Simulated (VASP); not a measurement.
# B5P in VASP: further runs

Runs on B5P. Level: PBE. Tasks: single point.

Everything below comes from runs of VASP 6.6.1. Logs are shortened: lines on timing, memory, paths and dates and some standing lists are left out, and cuts for length are marked.

## 1. The cell of the first run

The structure is hexagonal, space group P6/mmm (No. 191). The conventional cell has a = 4.335 Å, b = 4.335 Å, c = 2.840 Å, α = 90.00°, β = 90.00°, γ = 120.00°. B (site symmetry mmm) has 8 B at 1.89 to 2.17 Å within 2.5 Å. B (site symmetry -6m2) has 6 B at 1.89 Å within 2.5 Å. Within 3.3 Å of P (site symmetry 6/mmm) lie 18 B at 2.50 to 2.59 Å and 2 P at 2.84 Å.

## 2. Single point, PBE

Contents of INCAR:

```
  ALGO = Normal
  EDIFF = 1E-6
  ENCUT = 500
  GGA = PE
  GGA_COMPAT = False
  ISIF = 2
  ISMEAR = 0
  LASPH = True
  LCHARG = False
  LREAL = False
  LWAVE = False
  NBANDS = 19
  NELM = 120
  PREC = Accurate
  SIGMA = 0.2
```

Contents of KPOINTS:

```
k-points
0
Gamma
  4 4 4
```

Contents of POSCAR:

```
B5P
1.0
    4.3350862347      0.0000000000      0.0000000000
   -2.1675431173      3.7542948068      0.0000000000
    0.0000000000      0.0000000000      2.8400430053
B P
5 1
Direct
    0.5000000000      0.0000000000      0.5000000000
    0.5000000000      0.5000000000      0.5000000000
    0.0000000000      0.5000000000      0.5000000000
    0.3333333333      0.6666666667      0.0000000000
    0.6666666667      0.3333333333      0.0000000000
    0.0000000000      0.0000000000      0.0000000000
```

Potentials or basis: VASP PAW PBE potentials, release 64 (B, P).

Run with:

```bash
$ cat potpaw_PBE.64/B/POTCAR potpaw_PBE.64/P/POTCAR > POTCAR
$ mpirun -np 1 vasp_std > vasp.out
```

OUTCAR:

```text
EDIFF = 1E-6
   ENCUT = 500
   GGA = PE
   ISIF = 2
   ISMEAR = 0
   LASPH = True
   LREAL = False
   NELM = 120
   PREC = Accurate

 ion  position               nearest neighbor table
   1  0.500  0.000  0.500-   4 1.89   5 1.89   4 1.89   5 1.89   2 2.17   2 2.17   3 2.17   3 2.17

   2  0.500  0.500  0.500-   4 1.89   5 1.89   4 1.89   5 1.89   1 2.17   1 2.17   3 2.17   3 2.17

   3  0.000  0.500  0.500-   4 1.89   5 1.89   4 1.89   5 1.89   1 2.17   1 2.17   2 2.17   2 2.17

   4  0.333  0.667  0.000-   1 1.89   1 1.89   3 1.89   3 1.89   2 1.89   2 1.89   6 2.50   6 2.50
                             6 2.50
   5  0.667  0.333  0.000-   1 1.89   1 1.89   3 1.89   3 1.89   2 1.89   2 1.89   6 2.50   6 2.50
                             6 2.50
   6  0.000  0.000  0.000-   4 2.50   5 2.50   4 2.50   5 2.50   5 2.50   4 2.50

  LATTYP: Found a hexagonal cell.
 ALAT       =     4.3350862347
 C/A-ratio  =     0.6551295295

  Lattice vectors:

 A1 = (   4.3350862347,   0.0000000000,   0.0000000000)
 A2 = (  -2.1675431173,   3.7542948068,   0.0000000000)
 A3 = (   0.0000000000,   0.0000000000,   2.8400430053)

Analysis of symmetry for initial positions (statically):
=====================================================================
 Subroutine PRICEL returns:
 Original cell was already a primitive cell.

 Routine SETGRP: Setting up the symmetry group for a
 hexagonal supercell.

 Subroutine GETGRP returns: Found 24 space group operations
 (whereof 24 operations were pure point group operations)
 out of a pool of 24 trial point group operations.

The static configuration has the point symmetry D_6h.

Analysis of symmetry for dynamics (positions and initial velocities):
=====================================================================
 Subroutine PRICEL returns:
 Original cell was already a primitive cell.

 Routine SETGRP: Setting up the symmetry group for a
 hexagonal supercell.

 Subroutine GETGRP returns: Found 24 space group operations
 (whereof 24 operations were pure point group operations)
 out of a pool of 24 trial point group operations.

The dynamic configuration has the point symmetry D_6h.

 Subroutine INISYM returns: Found 24 space group operations
 (whereof 24 operations are pure point group operations),
 and found     1 'primitive' translations

----------------------------------------------------------------------------------------

                                     Primitive cell

  volume of cell :      46.2222

  direct lattice vectors                    reciprocal lattice vectors
     4.335086235  0.000000000  0.000000000     0.230675919  0.133180804  0.000000000
    -2.167543117  3.754294807  0.000000000     0.000000000  0.266361608  0.000000000
     0.000000000  0.000000000  2.840043005     0.000000000  0.000000000  0.352107344

  length of vectors
     4.335086235  4.335086235  2.840043005     0.266361608  0.266361608  0.352107344

  position of ions in fractional coordinates (direct lattice)
     0.500000000  0.000000000  0.500000000
     0.500000000  0.500000000  0.500000000
     0.000000000  0.500000000  0.500000000
     0.333333333  0.666666667  0.000000000
     0.666666667  0.333333333  0.000000000
     0.000000000  0.000000000  0.000000000

  ion indices of the primitive-cell ions
   primitive index   ion index
                 1           1
                 2           2
                 3           3
                 4           4
                 5           5
                 6           6

----------------------------------------------------------------------------------------

 KPOINTS: k-points

Automatic generation of k-mesh.
 Grid dimensions read from file:
 generate k-points for:    4    4    4

 Generating k-lattice:

  Cartesian coordinates                     Fractional coordinates (reciprocal lattice)
     0.057668980  0.033295201  0.000000000     0.250000000  0.000000000  0.000000000
     0.000000000  0.066590402  0.000000000     0.000000000  0.250000000  0.000000000
     0.000000000  0.000000000  0.088026836     0.000000000  0.000000000  0.250000000

  Length of vectors
     0.066590402  0.066590402  0.088026836

  Shift w.r.t. Gamma in fractional coordinates (k-lattice)
     0.000000000  0.000000000  0.000000000

 Subroutine IBZKPT returns following result:
 ===========================================

 Found     12 irreducible k-points:

 Following reciprocal coordinates:
            Coordinates               Weight
  0.000000  0.000000  0.000000      1.000000
  0.250000 -0.000000  0.000000      6.000000
  0.500000 -0.000000  0.000000      3.000000
  0.250000  0.250000  0.000000      6.000000
  0.000000  0.000000  0.250000      2.000000
  0.250000 -0.000000  0.250000     12.000000
  0.500000 -0.000000  0.250000      6.000000
  0.250000  0.250000  0.250000     12.000000
  0.000000  0.000000  0.500000      1.000000
  0.250000 -0.000000  0.500000      6.000000
  0.500000 -0.000000  0.500000      3.000000
  0.250000  0.250000  0.500000      6.000000
   k-points           NKPTS =     12   k-points in BZ     NKDIM =     12   number of bands    NBANDS=     19
   number of dos      NEDOS =    301   number of ions     NIONS =      6
   total plane-waves  NPLWV =  24576
   dimension x,y,z NGX =    32 NGY =   32 NGZ =   24
   dimension x,y,z NGXF=    64 NGYF=   64 NGZF=   48
   ions per type =               5   1
   NGX,Y,Z   is equivalent  to a cutoff of  12.27, 12.27, 14.05 a.u.
   NGXF,Y,Z  is equivalent  to a cutoff of  24.54, 24.54, 28.10 a.u.
 SYSTEM =  unknown system
   PREC   = accura    normal or accurate (medium, high low for compatibility)
   ISTART =      0    job   : 0-new  1-cont  2-samecut
   ICHARG =      2    charge: 1-file 2-atom 10-const
   ISPIN  =      1    spin polarized calculation?
   LNONCOLLINEAR =      F non collinear calculations
   LSORBIT =      F    spin-orbit coupling
   LASPH  =      T    aspherical Exc in radial PAW
   ENCUT  =  500.0 eV  36.75 Ry    6.06 a.u.   7.90  7.90  5.18*2*pi/ulx,y,z
   NELM   =    120;   NELMIN=  2; NELMDL= -5     # of ELM steps
   EDIFF  = 0.1E-05   stopping-criterion for ELM
   LREAL  =      F    real-space projection
   EDIFFG = 0.1E-04   stopping-criterion for IOM
   NSW    =      0    number of steps for IOM
   IBRION =     -1    ionic relax: 0-MD 1-quasi-New 2-CG
   NFREE  =      0    steps in history (QN), initial steepest desc. (CG)
   ISIF   =      2    stress and relaxation
   ISYM   =      2    0-nonsym 1-usesym 2-fastsym
   POTIM  = 0.5000    time-step for ionic-motion
   TEBEG  =    0.0;   TEEND  =   0.0 temperature during run
   PSTRESS=    0.0 pullay stress
   NELECT =      20.0000    total number of electrons
   NUPDOWN=      -1.0000    fix difference up-down
   EMIN   =  10.00;   EMAX   =-10.00  energy-range for DOS
   EFERMI =   0.00;   METHOD = LEGACY
   ISMEAR =     0;   SIGMA  =   0.20  broadening in eV -4-tet -1-fermi 0-gaus
   EFERMI_NEDOS =   21; number of points for ismear=-14 and -15
   IALGO  =     38    algorithm
   IMIX   =      4    mixing-type and parameters
     AMIX     =   0.40;   BMIX     =  1.00
     AMIX_MAG =   1.60;   BMIX_MAG =  1.00
  volume/ion in A,a.u.               =       7.70        51.99
  Fermi-wavevector in a.u.,A,eV,Ry     =   1.238230  2.339914 20.860620  1.533212
  Thomas-Fermi vector in A             =   2.372764
   LORBIT       =      0    0 simple, 1 ext, 2 COOP (PROOUT), +10 PAW based schemes
   GGA     = PE    functional components
   LHFCALC =     F    Hartree Fock is set to
   AEXX    =    0.0000 exact exchange contribution
   IVDW    =     0    specifies the selected vdW correction
   LEPSILON=     F    determine dielectric tensor
   LRPA    =     F    only Hartree local field effects (RPA)
 non-spin polarized calculation
 Gauss-broadening in eV      SIGMA  =   0.20
  energy-cutoff  :      500.00
  volume of cell :       46.22
 maximum number of plane-waves:      1194
 NGX is ok and might be reduce to    32
   NGX = 15   NGY = 15   NGZ = 11

 number of electron      19.9999998 magnetization

 Free energy of the ion-electron system (eV)
  ---------------------------------------------------
  ext. energy  EPLUGINS =         0.00000000
  ---------------------------------------------------
  free energy    TOTEN  =       -30.99060173 eV

  energy without entropy =      -30.96384035  energy(sigma->0) =      -30.97722104

 E-fermi :   9.3821     XC(G=0): -12.3224

 val. band max:        9.2185999352   @ k =   0.0000   0.0000   0.2500
 cond. band min:       9.4243396247   @ k =   0.2500  -0.0000   0.0000
 fundamental gap:      0.2057396896
 Fermi energy:         9.3821091284

 k-point     1 :       0.0000    0.0000    0.0000
  band No.  band energies     occupation
      1      -8.0277      2.00000
      2      -0.7612      2.00000
      3       0.7478      2.00000
      4       1.4104      2.00000
      5       1.4104      2.00000
      6       1.4272      2.00000
[... 11 lines left out ...]
     18      17.0974      0.00000
     19      17.9496      0.00000

 k-point     2 :       0.2500   -0.0000    0.0000
  band No.  band energies     occupation
      1      -7.4638      2.00000
      2      -3.0456      2.00000
      3      -1.2375      2.00000
      4      -0.2861      2.00000
      5       3.1296      2.00000
      6       4.2066      2.00000
[... 11 lines left out ...]
     18      16.2278      0.00000
     19      17.2339      0.00000

 k-point     3 :       0.5000   -0.0000    0.0000
  band No.  band energies     occupation
      1      -5.8284      2.00000
      2      -5.7319      2.00000
      3      -1.7668      2.00000
      4      -0.8579      2.00000
      5       6.0935      2.00000
      6       6.2457      2.00000
[... 170 lines left out ...]
      1      -2.5278      2.00000
      2      -2.3358      2.00000
      3      -1.9999      2.00000
      4      -1.5486      2.00000
      5       1.8053      2.00000
      6       1.9787      2.00000
[... 11 lines left out ...]
     18      15.0192      0.00000
     19      18.5762      0.00000

 k-point    12 :       0.2500    0.2500    0.5000
  band No.  band energies     occupation
      1      -2.8746      2.00000
      2      -2.5003      2.00000
      3      -1.1261      2.00000
      4      -0.6913      2.00000
      5      -0.3925      2.00000
      6       1.1610      2.00000
[... 11 lines left out ...]
     18      16.3907      0.00000
     19      16.8253      0.00000

------------------------ aborting loop because EDIFF is reached ----------------------------------------

  FORCE on cell =-STRESS in cart. coord.  units (eV):
  Direction    XX          YY          ZZ          XY          YZ          ZX
  --------------------------------------------------------------------------------------
  -------------------------------------------------------------------------------------
  Total       -0.0860340     -0.0860340     -0.0519892     -0.0000000     -0.0000000      0.0000000
  in kB       -2.9821528     -2.9821528     -1.8020741     -0.0000000     -0.0000000      0.0000000
  external PRESSURE =      -2.5887932 kB  Pullay stress =       0.0000000 kB

 VOLUME and BASIS-vectors are now :
 -----------------------------------------------------------------------------
  energy-cutoff  :      500.00
  volume of cell :       46.22
      direct lattice vectors                 reciprocal lattice vectors
     4.335086235  0.000000000  0.000000000     0.230675919  0.133180804  0.000000000
    -2.167543117  3.754294807  0.000000000     0.000000000  0.266361608  0.000000000
     0.000000000  0.000000000  2.840043005     0.000000000  0.000000000  0.352107344

 POSITION                                       TOTAL-FORCE (eV/Angst)
 -----------------------------------------------------------------------------------
      2.16754      0.00000      1.42002        -0.000000      0.000000     -0.000000
      1.08377      1.87715      1.42002        -0.000000      0.000000     -0.000000
     -1.08377      1.87715      1.42002        -0.000000      0.000000     -0.000000
     -0.00000      2.50286      0.00000         0.000000     -0.000000      0.000000
      2.16754      1.25143      0.00000        -0.000000      0.000000     -0.000000
      0.00000      0.00000      0.00000        -0.000000      0.000000     -0.000000
 -----------------------------------------------------------------------------------
    total drift:                               -0.000000      0.000000     -0.000000

  FREE ENERGIE OF THE ION-ELECTRON SYSTEM (eV)
  ---------------------------------------------------
  free  energy   TOTEN  =       -30.9906017279 eV

  energy  without entropy=      -30.9638403532  energy(sigma->0) =      -30.97722104
```

Run time: 14 s. Hardware: 1 thread of Intel Xeon 8259CL, shared host; peak memory 0.15 GiB.

Results:

* Free energy: -30.9906 eV
* Pressure: -0.3 GPa
* Band gap on the k mesh: zero (band 10 reaches 11.93 eV, above the bottom of band 11 at 5.88 eV)

Stress tensor (GPa, compression positive):
```
-0.30  0.00  0.00
 0.00 -0.30  0.00
 0.00  0.00 -0.18
```

Caveat: the k points lie up to 0.55 Å⁻¹ apart.

## 3. Single point, PBE

This run uses another cell than the first one, of 9.63 Å³/atom, 1.251 times its volume.

Contents of INCAR:

```
PREC = Accurate ; ENCUT = 500
EDIFF = 1E-6 ; ISMEAR = 0
SIGMA = 0.2 ; LREAL = False
LASPH = True ; NELM = 120
ALGO = Normal ; ISIF = 2
LWAVE = False ; LCHARG = False
GGA = PE ; NBANDS = 19
GGA_COMPAT = False
```

Contents of KPOINTS:

```
regular mesh
0
Gamma
  5 5 3
```

Contents of POSCAR:

```
B5P
1.0
    3.3207680523      0.0000000000      0.0000000000
   -1.6603840262      2.8758694934      0.0000000000
    0.0000000000      0.0000000000      6.0529609827
B P
5 1
Direct
    0.0000000000      0.0000000000      0.7420712225
    0.4983122923      0.0000000000      0.5423856674
    0.0000000000      0.4983122923      0.5423856674
    0.5016877077      0.5016877077      0.5423856674
    0.0000000000      0.0000000000      0.3427093579
    0.0000000000      0.0000000000      1.0423836175
```

Potentials or basis: VASP PAW PBE potentials, release 64 (B, P).

Run with:

```bash
$ cat potpaw_PBE.64/B/POTCAR potpaw_PBE.64/P/POTCAR > POTCAR
$ mpirun -np 1 vasp_std > vasp.out
```

Wall time 17 s (1 thread of Intel Xeon 8259CL, shared host); peak memory 0.16 GiB.

Results (log left out):

- Free energy: -33.9468 eV
- Pressure: 0.0 GPa
- Largest force: 0.021 eV/Å
- Band gap on the k mesh: zero (band 10 reaches 7.58 eV, above the bottom of band 11 at 5.18 eV)

Forces in eV/Å, atoms in the order of the input:
```
B    0.000  0.000  0.020
B    0.007  0.000  0.000
B   -0.003  0.006  0.000
B   -0.003 -0.006  0.000
B    0.000  0.000 -0.021
P    0.000  0.000  0.001
```

Stress tensor (GPa, compression positive):
```
 0.00  0.00  0.00
 0.00  0.00  0.00
 0.00  0.00 -0.15
```

Levels at points of the mesh, in eV from the Fermi level:
| k point | band 8 | band 9 | band 10 | band 11 | band 12 | band 13 |
| --- | --- | --- | --- | --- | --- | --- |
| (0.00, 0.00, 0.00) | 0.03 | 1.24 | 1.24 | 1.30 | 1.64 | 1.64 |

Caveat: the k points lie up to 0.44 Å⁻¹ apart.

## 4. Single point, PBE

This run uses another cell than the first one, of 7.43 Å³/atom, 0.964 times its volume.

Contents of INCAR:

```
ALGO = Normal ; EDIFF = 1E-6
ENCUT = 500 ; GGA = PE
GGA_COMPAT = F ; ISIF = 2
ISMEAR = 0 ; LASPH = T
LCHARG = T ; LELF = T
LREAL = F ; LVHAR = T
LWAVE = F ; NBANDS = 19
NELM = 120 ; PREC = Accurate
SIGMA = 0.2
```

Contents of KPOINTS:

```
k-points
0
Gamma
  5 5 4
```

Contents of POSCAR:

```
B5P
1.0
    3.6485100328      0.0000000026      0.0000000000
   -1.8242550186      3.1597023730      0.0000000000
    0.0000000000      0.0000000000      3.8666000756
B P
5 1
Direct
    0.6666666667      0.3333333333      0.7385727211
    0.6666666667      0.3333333333      0.2614272789
    0.0000000000      0.0000000000      0.2615361265
    0.0000000000      0.0000000000      0.7384638735
    0.3333333333      0.6666666667      0.5000000000
    0.3333333333      0.6666666667      0.0000000000
```

Run with:

```bash
$ cat potpaw_PBE.64/B/POTCAR potpaw_PBE.64/P/POTCAR > POTCAR
$ mpirun -np 1 vasp_std > vasp.out
```

Wall time 20 s (1 thread of Intel Xeon 8259CL, shared host); peak memory 0.15 GiB.

Results (log left out):

| Property | Result |
| --- | --- |
| Free energy | -29.3375 eV |
| Pressure | 0.0 GPa |
| Largest force | 0.008 eV/Å |
| Band gap on the k mesh | zero (band 10 reaches 11.93 eV, above the bottom of band 11 at 6.99 eV) |

Forces on the atoms (eV/Å):
```
B    0.000  0.000  0.006
B    0.000  0.000 -0.006
B    0.000  0.000 -0.008
B    0.000  0.000  0.008
B    0.000  0.000  0.000
P    0.000  0.000  0.000
```

Levels at points of the mesh, in eV from the Fermi level:
```
           k point  band 8  band 9  band 10  band 11  band 12  band 13
(0.00, 0.00, 0.00)   -4.98   -2.77    -0.82     1.01     1.18     1.18
(0.00, 0.00, 0.50)   -3.36   -3.10    -3.10    -2.96    -2.96    -2.09
```

Caveat: the k points lie up to 0.41 Å⁻¹ apart.

(Continued in part 2 of 2.)
